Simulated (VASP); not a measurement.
Wanted: the native input for a VASP 6.6.1 run.

```
Task                   : single point
Functional             : PBEsol
Potentials or basis    : VASP PAW PBE potentials, release 64 (Be, S)
Cutoff                 : 520 eV
k mesh                 : 8 × 8 × 8
Occupations            : gaussian, width 0.01 eV
Spin                   : no spin polarisation
Dipole correction      : no
Further INCAR settings : ALGO = Normal; EDIFF = 1e-07; NBANDS = 11
```

The structure of BeS lies in POSCAR:

```
BeS
1.0
    2.3496543098      2.3496543098      0.0000000000
   -2.3496543098      2.3496543098      0.0000000000
    0.0000000000      2.3496543098      2.3496543098
Be S
1 1
Direct
    0.0000000000      0.0000000000      0.0000000000
    0.7500000000      0.2500000000      0.5000000000
```

The input as run:

INCAR

```
SYSTEM = BeS
PREC = Accurate
ENCUT = 520
EDIFF = 1E-7
ISMEAR = 0
SIGMA = 0.01
LREAL = .FALSE.
LASPH = .TRUE.
NELM = 80
ALGO = Normal
ISIF = 2
LWAVE = .FALSE.
LCHARG = .FALSE.
GGA = PS
NBANDS = 11
```

KPOINTS

```
regular mesh
0
G
  8 8 8
  0 0 0
```

Potentials or basis: VASP PAW PBE potentials, release 64 (Be, S).

Command:

```console
$ cat potpaw_PBE.64/Be/POTCAR potpaw_PBE.64/S/POTCAR > POTCAR
$ mpirun -np 1 vasp_std > vasp.out
```

Results of the run:

```json
{
  "Pressure": "10.2 GPa",
  "Band gap on the k mesh": "2.69 eV, indirect (least direct gap 5.55 eV)"
}
```

Caveat: the PAW data sets were made with another functional, which shifts forces and pressure a little.

Wall time 10 s on 1 thread of Intel(R) Xeon(R) Platinum 8259CL CPU @ 2.50GHz (Skylake/Cascade Lake), with other jobs on the host, peak memory 0.15 GiB.
